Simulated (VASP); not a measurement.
MgTl, 2 atoms in the cell. The structure is cubic, space group Pm-3m (No. 221). The conventional cell has a = 3.628 Å, b = 3.628 Å, c = 3.628 Å, α = 90.00°, β = 90.00°, γ = 90.00°. Mg (site symmetry m-3m) has 8 Tl at 3.14 Å and 6 Mg at 3.63 Å within 4.1 Å. Tl (site symmetry m-3m) has 8 Mg at 3.14 Å and 6 Tl at 3.63 Å within 4.1 Å. 

```yaml
Program: VASP 6.6.1
Task: single point
Functional: PBEsol
Potentials_or_basis: VASP PAW PBE potentials, release 64 (Mg, Tl_d)
Cutoff: 520 eV
k_mesh: 4 × 4 × 4
Occupations: gaussian, width 0.2 eV
Spin: no spin polarisation
Dipole_correction: no
Further_INCAR_settings: ALGO = Normal; EDIFF = 1e-06; NBANDS = 14
```

Potentials or basis: VASP PAW PBE potentials, release 64 (Mg, Tl_d).

Command:

```console
$ cat potpaw_PBE.64/Mg/POTCAR potpaw_PBE.64/Tl_d/POTCAR > POTCAR
$ mpirun -np 1 vasp_std > vasp.out
```

Hardware: 1 thread of AMD EPYC 7R43 64-Core Processor (Zen 3), with other jobs on the host.

Estimate the wall time of this run.

Run time: 7 s on 1 thread of AMD EPYC 7R43 64-Core Processor (Zen 3) (shared host), peak memory 0.11 GiB. Counts: scf iterations 11, k points 10.
